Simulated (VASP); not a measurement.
**Rh: relaxation of the atoms with PBE**

The system is Rh, a slab with vacuum.

```
Rh
1.0
     2.70817    0.00000    0.00000
    -1.35409    2.34534    0.00000
     0.00000    0.00000   18.42242
Rh
3
Cartesian
  1.3541 0.7818 7.0000
  0.0000 1.5636 9.2112
  0.0000 0.0000 11.4224
```

| Quantity | Value |
| --- | --- |
| Program | VASP 6.6.1 |
| Task | relaxation of the atoms |
| Functional | PBE |
| Potentials or basis | VASP PAW PBE potentials, release 64 (Rh_pv) |
| Cutoff | 450 eV |
| k mesh | 12 × 12 × 1 |
| Occupations | gaussian, width 0.1 eV |
| Spin | no spin polarisation |
| Dipole correction | yes |
| Atoms held fixed (from 0) | [0] |
| Further INCAR settings | ALGO = Normal; EDIFF = 1e-07; NELMDL = -8; IBRION = 2; EDIFFG = -0.03; NSW = 70 |

The energy gained by relaxing is 10.4 meV/atom and the ionic steps are 5. The band gap on the k mesh is zero (an odd number of electrons rules out a gap without spin polarisation).

The path:
```
step  energy change (eV)  largest force on free atoms (eV/Å)  pressure (GPa)
   1              0.0000                              0.4859           -3.38
   2             -0.0096                              0.3315           -3.07
   3             -0.0171                              0.4364           -2.46
   4             -0.0245                              0.3032           -2.23
   5             -0.0312                              0.0140           -1.69
```

Final structure:
```
CELL_PARAMETERS angstrom
2.70817 0.00000 0.00000
-1.35409 2.34534 0.00000
0.00000 0.00000 18.42242
ATOMIC_POSITIONS crystal
Rh 0.66667 0.33333 0.37997
Rh 0.33333 0.66667 0.49666
Rh 0.00000 0.00000 0.61345
```

Levels at points of the mesh, in eV from the Fermi level:
```csv
k point,band 19,band 20,band 21,band 22,band 23,band 24,band 25,band 26,band 27
"(0.00, 0.00, 0.00)",-2.31,-2.31,-0.96,-0.96,-0.37,-0.37,-0.27,0.42,0.42
"(0.50, 0.00, 0.00)",-0.78,0.26,0.27,0.53,0.96,1.02,2.00,3.89,4.03
```

Run time: 5 min on 1 thread of Intel(R) Xeon(R) Platinum 8259CL CPU @ 2.50GHz (Skylake/Cascade Lake) (shared host), peak memory 0.23 GiB.
